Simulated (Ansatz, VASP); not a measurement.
**CaS: VASP beside Ansatz**

The input INCAR:

```
PREC = Accurate ; ENCUT = 400
EDIFF = 1E-8 ; ISMEAR = 1
SIGMA = 0.15 ; LREAL = False
LASPH = True ; NELM = 120
ALGO = Normal ; ISIF = 2
LWAVE = False ; LCHARG = False
GGA = PE ; LEFG = True
NBANDS = 15 ; GGA_COMPAT = False
```

File KPOINTS:

```
regular mesh
0
Gamma
  8 8 8
```

The input POSCAR:

```
CaS
1.0
    0.0000000000      2.8430000000      2.8430000000
    2.8430000000      0.0000000000      2.8430000000
    2.8430000000      2.8430000000      0.0000000000
Ca S
1 1
Direct
    0.0000000000      0.0000000000      0.0000000000
    0.5000000000      0.5000000000      0.5000000000
```

Input for Ansatz:

```yaml
crystal:
  lattice:
    - [0.0, 2.843, 2.843]
    - [2.843, 0.0, 2.843]
    - [2.843, 2.843, 0.0]
  atoms:
    - { symbol: Ca, position: [0.0, 0.0, 0.0] }
    - { symbol: S, position: [0.5, 0.5, 0.5] }
kpoints:
  mp_grid: { grid: [8, 8, 8] }
scf:
  occupations: { method: methfessel_paxton, width: 0.15 }
hamiltonian:
  xc: pbe
  pseudopotentials: { kind: paw }
output:
  forces: true
  stress: true
  populations: true
  efg:
    quadrupole_moments_barn: { Ca: -0.0408, S: -0.0694 }
    contact_densities: true
```

Alike in both runs: task electric field gradients; functional PBE; k mesh 8 × 8 × 8; occupations methfessel-paxton of order 1, width 0.15 eV; no spin polarisation.

|  | VASP | Ansatz |
| --- | --- | --- |
| version | VASP 6.6.1 | Ansatz 0.2.0 |
| potentials or method | VASP PAW PBE potentials, release 64 (Ca_sv, S) | plane-wave PAW, scalar-relativistic |
| plane-wave cutoff (eV) | 400 | 420 |
| valence electrons in the cell | 16 | 16 |

Ansatz gave:

```
gap on the k mesh at the Fermi level (eV) : 2.35
pressure (GPa)                            : 0.8
```

Q: Which values does VASP return?

A: gap on the k mesh at the Fermi level (eV): 2.35; pressure (GPa): 1.0.

With one functional, cell and mesh, what is left measures potentials, basis and numerics.
